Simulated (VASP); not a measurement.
# In in VASP: notebook, part 2 of 3

VASP 6.6.1.

## (3) Electric field gradients, PBE (equal xx and yy strain of -1 %)

INCAR

```
PREC     = Accurate       # precision mode
ENCUT    = 520            # plane-wave cutoff, eV
EDIFF    = 1E-8           # SCF threshold, eV
ISMEAR   = -1             # smearing method
SIGMA    = 0.05           # smearing width, eV
LREAL    = False          # projectors in reciprocal space
LASPH    = True           # aspherical terms in the spheres
NELM     = 80             # most SCF steps
ALGO     = Normal         # electronic algorithm
ISIF     = 2              # what is computed and relaxed
LWAVE    = False          # write WAVECAR
LCHARG   = False          # write CHGCAR
GGA      = PE             # functional
LEFG     = True         
ISYM     = 0            
NBANDS   = 12             # bands
```

KPOINTS

```
regular mesh
0
Gamma
  12 12 14
```

POSCAR

```
In
1.0
   -1.6098885000      1.6098885000      2.4739500000
    1.6098885000     -1.6098885000      2.4739500000
    1.6098885000      1.6098885000     -2.4739500000
In
1
Direct
    0.0000000000      0.0000000000      0.0000000000
```

Potentials or basis: VASP PAW PBE potentials, release 64 (In_d).

Run with:

```sh
$ cat potpaw_PBE.64/In_d/POTCAR > POTCAR
$ mpirun -np 1 vasp_std > vasp.out
```

OUTCAR:

```text
PREC = Accurate
   ENCUT = 520
   EDIFF = 1E-8
   ISMEAR = -1
   LREAL = False
   LASPH = True
   NELM = 80
   ISIF = 2
   GGA = PE
   ISYM = 0

 ion  position               nearest neighbor table
   1  0.000  0.000  0.000-

IMPORTANT INFORMATION: All symmetrisations will be switched off!
NOSYMM: (Re-)initialisation of all symmetry stuff for point group C_1.

----------------------------------------------------------------------------------------

                                     Primitive cell

  volume of cell :      25.6474

  direct lattice vectors                    reciprocal lattice vectors
    -1.609888500  1.609888500  2.473950000     0.000000000  0.310580515  0.202105944
     1.609888500 -1.609888500  2.473950000     0.310580515  0.000000000  0.202105944
     1.609888500  1.609888500 -2.473950000     0.310580515  0.310580515  0.000000000

  length of vectors
[... 528 lines left out ...]

 VOLUME and BASIS-vectors are now :
 -----------------------------------------------------------------------------
  energy-cutoff  :      520.00
  volume of cell :       25.65
      direct lattice vectors                 reciprocal lattice vectors
    -1.609888500  1.609888500  2.473950000     0.000000000  0.310580515  0.202105944
     1.609888500 -1.609888500  2.473950000     0.310580515  0.000000000  0.202105944
     1.609888500  1.609888500 -2.473950000     0.310580515  0.310580515  0.000000000

 POSITION                                       TOTAL-FORCE (eV/Angst)
 -----------------------------------------------------------------------------------
      0.00000      0.00000      0.00000         0.000000      0.000000     -0.000000
 -----------------------------------------------------------------------------------
    total drift:                                0.000000      0.000000     -0.000000

  FREE ENERGIE OF THE ION-ELECTRON SYSTEM (eV)
  ---------------------------------------------------
  free  energy   TOTEN  =        -2.5441818569 eV

  energy  without entropy=       -2.5402561838  energy(sigma->0) =       -2.54221902

 Electric field gradients (V/A^2)
---------------------------------------------------------------------
 ion       V_xx      V_yy      V_zz      V_xy      V_xz      V_yz
---------------------------------------------------------------------
   1     -10.611   -10.611    21.223     2.701    -1.296    -1.296
---------------------------------------------------------------------

 Electric field gradients after diagonalization (V/A^2)
 (convention: |V_zz| > |V_xx| > |V_yy|)
----------------------------------------------------------------------
 ion       V_xx      V_yy      V_zz     asymmetry (V_yy - V_xx)/ V_zz
----------------------------------------------------------------------
   1     -13.313    -8.025    21.337       0.248
----------------------------------------------------------------------

           NMR quadrupolar parameters

 Cq : quadrupolar parameter    Cq=e*Q*V_zz/h
 eta: asymmetry parameters     (V_yy - V_xx)/ V_zz
 Q  : nuclear electric quadrupole moment in mb (millibarn)
----------------------------------------------------------------------
 ion       Cq(MHz)       eta       Q (mb)
----------------------------------------------------------------------
   1       0.052       0.248       1.000
----------------------------------------------------------------------
```

Wall time 1.9 min (1 thread of Intel Xeon 6975P-C (Granite Rapids), shared host); peak memory 0.41 GiB.

Results:

```
Free energy                             : -2.5442 eV
Pressure                                : 3.0 GPa
Band gap on the k mesh                  : zero (an odd number of electrons rules out a gap without spin polarisation)
Largest electric field gradient by atom : In +21.3 V/Å²
```

Levels at points of the mesh, in eV from the Fermi level:
| k point | band 2 | band 3 | band 4 | band 5 | band 6 | band 7 | band 8 | band 9 | band 10 | band 11 |
| --- | --- | --- | --- | --- | --- | --- | --- | --- | --- | --- |
| (0.00, 0.00, 0.00) | -14.61 | -14.61 | -14.54 | -14.42 | -9.68 | 10.72 | 10.73 | 10.93 | 11.64 | 14.14 |
| (0.50, 0.00, 0.00) | -14.70 | -14.60 | -14.33 | -14.29 | -4.31 | -3.45 | 7.52 | 9.42 | 11.22 | 11.41 |
| (0.00, 0.50, 0.00) | -14.70 | -14.60 | -14.33 | -14.29 | -4.31 | -3.45 | 7.52 | 9.42 | 11.22 | 11.41 |
| (0.50, 0.50, 0.00) | -14.79 | -14.33 | -14.32 | -14.21 | -1.98 | -1.53 | 3.50 | 3.99 | 7.08 | 7.39 |
| (0.00, 0.00, 0.50) | -14.79 | -14.33 | -14.32 | -14.21 | -1.98 | -1.53 | 3.50 | 3.99 | 7.08 | 7.39 |
| (0.50, 0.00, 0.50) | -14.70 | -14.59 | -14.33 | -14.29 | -4.31 | -3.45 | 7.52 | 9.42 | 11.22 | 11.41 |
| (0.00, 0.50, 0.50) | -14.70 | -14.59 | -14.33 | -14.29 | -4.31 | -3.45 | 7.52 | 9.42 | 11.22 | 11.41 |
| (0.50, 0.50, 0.50) | -14.79 | -14.31 | -14.28 | -14.28 | -3.01 | -2.80 | 4.89 | 4.89 | 8.36 | 8.43 |

Electric field gradients, principal values (V/Å²):
| atom | least | middle | greatest (by size) |
| --- | --- | --- | --- |
| 1 In | -8.025 | -13.313 | 21.337 |

Caveat: the cell differs from its parent crystal (equal xx and yy strain of -1 %); without QUAD_EFG the Cq values of the log hold for a quadrupole moment of 1 mb, not for the nuclei; spin-orbit coupling is left out, which moves the levels of the heavy elements.

## (4) Electric field gradients, PBE (equal xy, yz and zx shear strains of -1 %)

INCAR

```
SYSTEM = In
PREC = Accurate ; ENCUT = 400
EDIFF = 1E-8 ; ISMEAR = -1
SIGMA = 0.05 ; LREAL = .False.
LASPH = .True. ; NELM = 120
ALGO = Normal ; ISIF = 2
LWAVE = .False. ; LCHARG = .False.
GGA = PE ; LEFG = .True.
NBANDS = 12 ; GGA_COMPAT = .False.
```

KPOINTS

```
regular mesh
0
Gamma
  12 12 14
  0 0 0
```

POSCAR

```
In
1.0
   -1.6466505000      1.6219110000      2.4739500000
    1.6219110000     -1.6466505000      2.4739500000
    1.6303890000      1.6303890000     -2.4902115000
In
1
Direct
    0.0000000000      0.0000000000      0.0000000000
```

Potentials or basis: VASP PAW PBE potentials, release 64 (In_d).

Run with:

```sh
$ cat potpaw_PBE.64/In_d/POTCAR > POTCAR
$ mpirun -np 1 vasp_std > vasp.out
```

OUTCAR:

```text
SYSTEM = In
   PREC = Accurate
   ENCUT = 400
   EDIFF = 1E-8
   ISMEAR = -1
   LREAL = .False.
   LASPH = .True.
   NELM = 120
   ISIF = 2
   GGA = PE

 ion  position               nearest neighbor table
   1  0.000  0.000  0.000-

  Warning from LATTYP: Got some problem with cell dimensions!
  Tried to take original basis but could not verify dimensions!
  LATTYP: Found a base centered monoclinic cell.
 ALAT       =     4.5765650976
 B/A-ratio  =     1.0100247465
 C/A-ratio  =     0.7311400838
 COS(beta)  =    -0.6733814680

[... 570 lines left out ...]
    total drift:                               -0.000000      0.000000      0.000000

  FREE ENERGIE OF THE ION-ELECTRON SYSTEM (eV)
  ---------------------------------------------------
  free  energy   TOTEN  =        -2.5521804416 eV

  energy  without entropy=       -2.5481782435  energy(sigma->0) =       -2.55017934

 Electric field gradients (V/A^2)
---------------------------------------------------------------------
 ion       V_xx      V_yy      V_zz      V_xy      V_xz      V_yz
---------------------------------------------------------------------
   1      -8.881    -8.881    17.763     1.632    -2.538    -2.538
---------------------------------------------------------------------

 Electric field gradients after diagonalization (V/A^2)
 (convention: |V_zz| > |V_xx| > |V_yy|)
----------------------------------------------------------------------
 ion       V_xx      V_yy      V_zz     asymmetry (V_yy - V_xx)/ V_zz
----------------------------------------------------------------------
   1     -10.513    -7.754    18.267       0.151
----------------------------------------------------------------------

           NMR quadrupolar parameters

 Cq : quadrupolar parameter    Cq=e*Q*V_zz/h
 eta: asymmetry parameters     (V_yy - V_xx)/ V_zz
 Q  : nuclear electric quadrupole moment in mb (millibarn)
----------------------------------------------------------------------
 ion       Cq(MHz)       eta       Q (mb)
----------------------------------------------------------------------
   1       0.044       0.151       1.000
----------------------------------------------------------------------
```

It took 54 s on 1 thread of Intel Xeon 8259CL, shared host; peak memory 0.23 GiB.

What came out:

| Quantity | Value |
| --- | --- |
| Free energy | -2.5522 eV |
| Pressure | 2.0 GPa |
| Band gap on the k mesh | zero (an odd number of electrons rules out a gap without spin polarisation) |
| Largest electric field gradient by atom | In +18.3 V/Å² |

Levels at points of the mesh, in eV from the Fermi level:
| k point | band 2 | band 3 | band 4 | band 5 | band 6 | band 7 | band 8 | band 9 | band 10 | band 11 |
| --- | --- | --- | --- | --- | --- | --- | --- | --- | --- | --- |
| (0.00, 0.00, 0.00) | -14.59 | -14.58 | -14.50 | -14.40 | -9.53 | 10.43 | 10.54 | 10.85 | 11.62 | 13.84 |
| (0.50, 0.00, 0.00) | -14.66 | -14.57 | -14.31 | -14.27 | -4.21 | -3.33 | 7.42 | 9.10 | 11.09 | 11.30 |
| (0.50, 0.50, 0.00) | -14.75 | -14.31 | -14.29 | -14.20 | -2.00 | -1.72 | 3.54 | 4.13 | 7.03 | 7.51 |
| (0.00, 0.00, 0.50) | -14.75 | -14.31 | -14.29 | -14.21 | -1.88 | -1.55 | 3.48 | 3.89 | 6.95 | 7.29 |
| (0.50, 0.00, 0.50) | -14.65 | -14.57 | -14.32 | -14.28 | -4.36 | -3.38 | 7.69 | 9.21 | 11.18 | 11.59 |
| (0.50, 0.50, 0.50) | -14.74 | -14.30 | -14.27 | -14.26 | -2.91 | -2.65 | 4.72 | 4.77 | 8.20 | 8.21 |

Electric field gradients, principal values (V/Å²):
```
atom   least   middle  greatest (by size)
1 In  -7.754  -10.513              18.267
```

Caveat: the cell differs from its parent crystal (equal xy, yz and zx shear strains of -1 %); without QUAD_EFG the Cq values of the log hold for a quadrupole moment of 1 mb, not for the nuclei; spin-orbit coupling is left out, which moves the levels of the heavy elements.

## (5) Electric field gradients, PBE (equal xy, yz and zx shear strains of -1 %)

INCAR

```
PREC     = Accurate       # precision mode
ENCUT    = 400            # plane-wave cutoff, eV
EDIFF    = 1E-8           # SCF threshold, eV
ISMEAR   = -1             # smearing method
SIGMA    = 0.05           # smearing width, eV
LREAL    = False          # projectors in reciprocal space
LASPH    = True           # aspherical terms in the spheres
NELM     = 120            # most SCF steps
ALGO     = Normal         # electronic algorithm
ISIF     = 2              # what is computed and relaxed
LWAVE    = False          # write WAVECAR
LCHARG   = False          # write CHGCAR
GGA      = PE             # functional
LEFG     = True         
NBANDS   = 12             # bands
GGA_COMPAT= False
```

KPOINTS

```
regular mesh
0
Gamma
  12 12 14
```

POSCAR is that of step 4.

Potentials or basis: VASP PAW PBE potentials, release 64 (In_d).

Run with:

```sh
$ cat potpaw_PBE.64/In_d/POTCAR > POTCAR
$ mpirun -np 1 vasp_std > vasp.out
```

OUTCAR:

```text
PREC = Accurate
   ENCUT = 400
   EDIFF = 1E-8
   ISMEAR = -1
   LREAL = False
   LASPH = True
   NELM = 120
   ISIF = 2
   GGA = PE

 ion  position               nearest neighbor table
   1  0.000  0.000  0.000-

  Warning from LATTYP: Got some problem with cell dimensions!
  Tried to take original basis but could not verify dimensions!
  LATTYP: Found a base centered monoclinic cell.
 ALAT       =     4.5765650976
 B/A-ratio  =     1.0100247465
 C/A-ratio  =     0.7311400838
 COS(beta)  =    -0.6733814680

  Lattice vectors:

 A1 = (  -3.2523000000,   0.0162615000,   0.0162615000)
 A2 = (   0.0162615000,  -3.2523000000,   0.0162615000)
 A3 = (   1.6056495000,   1.6056495000,   2.4576885000)

Analysis of symmetry for initial positions (statically):
=====================================================================
 Subroutine PRICEL returns:
 Original cell was already a primitive cell.

 Routine SETGRP: Setting up the symmetry group for a
 base centered monoclinic supercell.

 Subroutine GETGRP returns: Found  4 space group operations
 (whereof  4 operations were pure point group operations)
 out of a pool of  4 trial point group operations.

The static configuration has the point symmetry C_2h.

Analysis of symmetry for dynamics (positions and initial velocities):
=====================================================================
 Subroutine PRICEL returns:
 Original cell was already a primitive cell.

 Routine SETGRP: Setting up the symmetry group for a
[... 167 lines left out ...]
      7      17.9325      0.00000
      8      18.0467      0.00000
      9      18.3517      0.00000
     10      19.1297      0.00000
     11      21.3484      0.00000
     12      21.5806      0.00000
[... 331 lines left out ...]
 k-point    24 :      -0.4167    0.1667   -0.0000
  band No.  band energies     occupation
      1      -7.1695      2.00000
      2      -7.0778      2.00000
      3      -7.0254      2.00000
      4      -6.9119      2.00000
      5      -6.7923      2.00000
      6       1.5448      2.00000
      7       7.8015      0.00534
      8      13.4005      0.00000
      9      14.0461      0.00000
     10      16.3873      0.00000
     11      21.4021      0.00000
     12      22.2657      0.00000

 [... further k-points ...]

------------------------ aborting loop because EDIFF is reached ----------------------------------------

  FORCE on cell =-STRESS in cart. coord.  units (eV):
  Direction    XX          YY          ZZ          XY          YZ          ZX
  --------------------------------------------------------------------------------------
  -------------------------------------------------------------------------------------
  Total        0.2991670      0.2991670      0.3701219     -0.0186265      0.0035770      0.0035770
  in kB       18.3182847     18.3182847     22.6629228     -1.1405215      0.2190236      0.2190231
  external PRESSURE =      19.7664974 kB  Pullay stress =       0.0000000 kB

 VOLUME and BASIS-vectors are now :
 -----------------------------------------------------------------------------
  energy-cutoff  :      400.00
  volume of cell :       26.17
      direct lattice vectors                 reciprocal lattice vectors
    -1.646650500  1.621911000  2.473950000     0.002560835  0.308505821  0.203661277
     1.621911000 -1.646650500  2.473950000     0.308505821  0.002560835  0.203661277
     1.630389000  1.630389000 -2.490211500     0.309035339  0.309035339  0.003090353

 POSITION                                       TOTAL-FORCE (eV/Angst)
 -----------------------------------------------------------------------------------
      0.00000      0.00000      0.00000         0.000000      0.000000      0.000000
 -----------------------------------------------------------------------------------
    total drift:                               -0.000000      0.000000      0.000000

  FREE ENERGIE OF THE ION-ELECTRON SYSTEM (eV)
  ---------------------------------------------------
  free  energy   TOTEN  =        -2.5521804416 eV

  energy  without entropy=       -2.5481782435  energy(sigma->0) =       -2.55017934

 Electric field gradients (V/A^2)
---------------------------------------------------------------------
 ion       V_xx      V_yy      V_zz      V_xy      V_xz      V_yz
---------------------------------------------------------------------
   1      -8.881    -8.881    17.763     1.632    -2.538    -2.538
---------------------------------------------------------------------

 Electric field gradients after diagonalization (V/A^2)
 (convention: |V_zz| > |V_xx| > |V_yy|)
----------------------------------------------------------------------
 ion       V_xx      V_yy      V_zz     asymmetry (V_yy - V_xx)/ V_zz
----------------------------------------------------------------------
   1     -10.513    -7.754    18.267       0.151
----------------------------------------------------------------------

           NMR quadrupolar parameters

 Cq : quadrupolar parameter    Cq=e*Q*V_zz/h
 eta: asymmetry parameters     (V_yy - V_xx)/ V_zz
 Q  : nuclear electric quadrupole moment in mb (millibarn)
----------------------------------------------------------------------
 ion       Cq(MHz)       eta       Q (mb)
----------------------------------------------------------------------
   1       0.044       0.151       1.000
----------------------------------------------------------------------
```

stdout:

```text
POSCAR found type information on POSCAR In
 POSCAR found :  1 types and       1 ions
 scaLAPACK will be used
 LDA part: xc-table for (Slater+PW92), standard interpolation
 POSCAR, INCAR and KPOINTS ok, starting setup
 FFT: planning ... GRIDC
 FFT: planning ... GRID_SOFT
 FFT: planning ... GRID
 WAVECAR not read
 entering main loop
ion   1
```

It took 58 s on 1 thread of Intel Xeon 8259CL, shared host; peak memory 0.23 GiB.

Results:

```
Free energy                             : -2.5522 eV
Pressure                                : 2.0 GPa
Band gap on the k mesh                  : zero (an odd number of electrons rules out a gap without spin polarisation)
Largest electric field gradient by atom : In +18.3 V/Å²
```

Electric field gradients, principal values (V/Å²):
```
atom   least   middle  greatest (by size)
1 In  -7.754  -10.513              18.267
```

Caveat: the cell differs from its parent crystal (equal xy, yz and zx shear strains of -1 %); without QUAD_EFG the Cq values of the log hold for a quadrupole moment of 1 mb, not for the nuclei; spin-orbit coupling is left out, which moves the levels of the heavy elements.

[end of part 2 of 3]
